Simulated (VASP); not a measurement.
# V2I (P6/mmm) in VASP: notebook, part 2 of 2

VASP 6.6.1. The steps go on from the part before.

### 5 Single point, r2SCAN

This run uses another cell than the first one, of 17.49 Å³/atom.

Input file POSCAR:

```
V2I
1.0
    4.2356281932      0.0000000000      0.0000000000
   -2.1178140966      3.6681616163      0.0000000000
    0.0000000000      0.0000000000      3.3763739900
V I
2 1
Direct
    0.3333333333      0.6666666667      0.5000000000
    0.6666666667      0.3333333333      0.5000000000
    0.0000000000      0.0000000000      0.0000000000
```

Input file INCAR.step1:

```
PREC = Accurate ; ENCUT = 520
ISMEAR = 0 ; SIGMA = 0.1
LREAL = False ; LASPH = True
NELM = 80 ; NBANDS = 24
GGA = PE ; ALGO = Normal
EDIFF = 1E-4 ; LWAVE = True
LCHARG = False
```

Input file INCAR.step2:

```
PREC = Accurate ; ENCUT = 520
EDIFF = 1E-6 ; ISMEAR = 0
SIGMA = 0.1 ; LREAL = False
LASPH = True ; NELM = 80
ALGO = Normal ; ISIF = 2
LWAVE = False ; LCHARG = False
METAGGA = R2SCAN ; LMIXTAU = True
NBANDS = 24 ; ISTART = 1
```

Input file KPOINTS:

```
Automatic mesh
0
Gamma
  12 12 14
```

Potentials or basis: VASP PAW PBE potentials, release 64 (V_sv, I).

Started as:

```console
$ cat potpaw_PBE.64/V_sv/POTCAR potpaw_PBE.64/I/POTCAR > POTCAR
$ cp INCAR.step1 INCAR
$ mpirun -np 1 vasp_std > vasp.out
$ cp INCAR.step2 INCAR
$ mpirun -np 1 vasp_std > vasp.out
```

OUTCAR:

```text
PREC = Accurate
   ENCUT = 520
   EDIFF = 1E-6
   ISMEAR = 0
   LREAL = False
   LASPH = True
   NELM = 80
   ISIF = 2
   METAGGA = R2SCAN
   ISTART = 1

 ion  position               nearest neighbor table
   1  0.333  0.667  0.500-   2 2.45   2 2.45   2 2.45   3 2.97   3 2.97   3 2.97   3 2.97   3 2.97
                             3 2.97
   2  0.667  0.333  0.500-   1 2.45   1 2.45   1 2.45   3 2.97   3 2.97   3 2.97   3 2.97   3 2.97
                             3 2.97
   3  0.000  0.000  0.000-   1 2.97   2 2.97   1 2.97   2 2.97   2 2.97   2 2.97   1 2.97   1 2.97
                             2 2.97   2 2.97   1 2.97   1 2.97

  LATTYP: Found a hexagonal cell.
 ALAT       =     4.2356281932
 C/A-ratio  =     0.7971365370

  Lattice vectors:

 A1 = (   4.2356281932,   0.0000000000,   0.0000000000)
 A2 = (  -2.1178140966,   3.6681616163,   0.0000000000)
 A3 = (   0.0000000000,   0.0000000000,   3.3763739900)

Analysis of symmetry for initial positions (statically):
=====================================================================
 Subroutine PRICEL returns:
 Original cell was already a primitive cell.

 Routine SETGRP: Setting up the symmetry group for a
 hexagonal supercell.

 Subroutine GETGRP returns: Found 24 space group operations
 (whereof 24 operations were pure point group operations)
 out of a pool of 24 trial point group operations.

The static configuration has the point symmetry D_6h.

Analysis of symmetry for dynamics (positions and initial velocities):
=====================================================================
 Subroutine PRICEL returns:
 Original cell was already a primitive cell.

 Routine SETGRP: Setting up the symmetry group for a
 hexagonal supercell.

 Subroutine GETGRP returns: Found 24 space group operations
 (whereof 24 operations were pure point group operations)
 out of a pool of 24 trial point group operations.

The dynamic configuration has the point symmetry D_6h.

 Subroutine INISYM returns: Found 24 space group operations
[... 111 lines left out ...]
   NUPDOWN=      -1.0000    fix difference up-down
   EMIN   =  10.00;   EMAX   =-10.00  energy-range for DOS
   EFERMI =   0.00;   METHOD = LEGACY
   ISMEAR =     0;   SIGMA  =   0.10  broadening in eV -4-tet -1-fermi 0-gaus
   EFERMI_NEDOS =   21; number of points for ismear=-14 and -15
   IALGO  =     38    algorithm
   IMIX   =      4    mixing-type and parameters
     AMIX     =   0.40;   BMIX     =  1.00
     AMIX_MAG =   1.60;   BMIX_MAG =  1.00
  volume/ion in A,a.u.               =      17.49       118.00
  Fermi-wavevector in a.u.,A,eV,Ry     =   1.402729  2.650774 26.771496  1.967649
  Thomas-Fermi vector in A             =   2.525462
   LORBIT       =      0    0 simple, 1 ext, 2 COOP (PROOUT), +10 PAW based schemes
   METAGGA = R2SCAN    functional components
   LHFCALC =     F    Hartree Fock is set to
   AEXX    =    0.0000 exact exchange contribution
   IVDW    =     0    specifies the selected vdW correction
   LEPSILON=     F    determine dielectric tensor
   LRPA    =     F    only Hartree local field effects (RPA)
 non-spin polarized calculation
 Gauss-broadening in eV      SIGMA  =   0.10
  energy-cutoff  :      520.00
  volume of cell :       52.46
 maximum number of plane-waves:      1440
 NGX is ok and might be reduce to    32
   NGX = 15   NGY = 15   NGZ = 13

 number of electron      32.9999997 magnetization

 Free energy of the ion-electron system (eV)
  ---------------------------------------------------
  ext. energy  EPLUGINS =         0.00000000
  ---------------------------------------------------
  free energy    TOTEN  =       -49.38340713 eV

  energy without entropy =      -49.36020177  energy(sigma->0) =      -49.37180445

 E-fermi :  10.9221     XC(G=0): -12.5941

 val. band max:       10.9195209275   @ k =   0.0833   0.0833   0.2857
 cond. band min:      10.9230507721   @ k =   0.1667   0.0000   0.3571
 fundamental gap:      0.0035298446
 Fermi energy:        10.9220591549

 k-point     1 :       0.0000    0.0000    0.0000
  band No.  band energies     occupation
      1     -55.5588      2.00000
      2     -55.2969      2.00000
      3     -28.5422      2.00000
      4     -28.5422      2.00000
      5     -28.4454      2.00000
      6     -28.2531      2.00000
[... 637 lines left out ...]
     23      13.6593      0.00000
     24      16.3348      0.00000

 [... further k-points ...]
[... 5 lines left out ...]
  --------------------------------------------------------------------------------------
  -------------------------------------------------------------------------------------
  Total        0.1410240      0.1410240      0.0191745      0.0000000      0.0000000      0.0000000
  in kB        4.3071174      4.3071174      0.5856237      0.0000000      0.0000000      0.0000000
  external PRESSURE =       3.0666195 kB  Pullay stress =       0.0000000 kB

 VOLUME and BASIS-vectors are now :
 -----------------------------------------------------------------------------
  energy-cutoff  :      520.00
  volume of cell :       52.46
      direct lattice vectors                 reciprocal lattice vectors
     4.235628193  0.000000000  0.000000000     0.236092488  0.136308062  0.000000000
    -2.117814097  3.668161616  0.000000000     0.000000000  0.272616123  0.000000000
     0.000000000  0.000000000  3.376373990     0.000000000  0.000000000  0.296175721

 POSITION                                       TOTAL-FORCE (eV/Angst)
 -----------------------------------------------------------------------------------
     -0.00000      2.44544      1.68819        -0.000000      0.000000      0.000000
      2.11781      1.22272      1.68819         0.000000      0.000000     -0.000000
      0.00000      0.00000      0.00000         0.000000      0.000000      0.000000
 -----------------------------------------------------------------------------------
    total drift:                               -0.000000      0.000000      0.000000

  FREE ENERGIE OF THE ION-ELECTRON SYSTEM (eV)
  ---------------------------------------------------
  free  energy   TOTEN  =       -49.3834071277 eV

  energy  without entropy=      -49.3602017750  energy(sigma->0) =      -49.37180445
```

Run time: 12 min. Hardware: 1 thread of Oxide Virtual Turin-like, shared host; peak memory 0.27 GiB.

Results:

* Free energy: -49.3834 eV
* Pressure: 0.3 GPa
* Band gap on the k mesh: zero (an odd number of electrons rules out a gap without spin polarisation)

Levels at points of the mesh, in eV from the Fermi level:
```
           k point  band 14  band 15  band 16  band 17  band 18  band 19
(0.00, 0.00, 0.00)    -0.87    -0.44    -0.44    -0.12    -0.12     0.19
(0.50, 0.00, 0.00)    -1.10    -1.08    -0.66    -0.62     1.14     1.96
(0.00, 0.00, 0.50)    -1.84    -1.08    -1.08     0.14     0.14     0.46
(0.50, 0.00, 0.50)    -1.34    -1.13    -0.47     1.62     1.73     1.86
```

Caveat: the PAW data sets were made with another functional, which shifts forces and pressure a little; spin-orbit coupling is left out, which moves the levels of the heavy elements; an odd number of electrons without spin polarisation forces a metal; a magnetic or distorted state may lie lower; the run has no spin polarisation, though such a crystal can be magnetic.

### 6 Summary

| task | spin | cell | k mesh | cutoff (eV) | gap on the mesh (eV) | pressure (GPa) | relaxed volume (Å³/atom) |
| --- | --- | --- | --- | --- | --- | --- | --- |
| single point | collinear, ferromagnetic start | a = 4.091, b = 4.091, c = 4.418 Å, angles 90.0, 90.0, 120.0°, 3 atoms | 6 × 6 × 4 | 520 | none | -6.0 | - |
| relaxation of cell and atoms | off | relaxed from a = 4.091, b = 4.091, c = 4.418 Å, angles 90.0, 90.0, 120.0°, 3 atoms | 6 × 6 × 4 | 600 | none | 0.1 | 17.56 |
| relaxation of cell and atoms | off | relaxed from a = 4.216, b = 4.216, c = 3.414 Å, angles 90.0, 90.0, 120.0°, 3 atoms | 6 × 6 × 6 | 600 | none | 0.2 | 17.45 |
| single point | off | a = 4.236, b = 4.236, c = 3.376 Å, angles 90.0, 90.0, 120.0°, 3 atoms | 12 × 12 × 14 | 520 | none | 0.3 | - |

Alike in all rows: level r2SCAN; potentials or basis VASP PAW PBE potentials, release 64 (V_sv, I); smearing gaussian 0.1 eV.

Caveats: the PAW data sets were made with another functional, which shifts forces and pressure a little; spin-orbit coupling is left out, which moves the levels of the heavy elements; an odd number of electrons without spin polarisation forces a metal (at least some runs); a magnetic or distorted state may lie lower (at least some runs); the cell stands under tension (at least some runs); the volume moved by over 15 % at a fixed basis, so the end points are rough (at least some runs).

Total energies depend on the potentials used, so only differences within one code and one set of settings carry meaning.
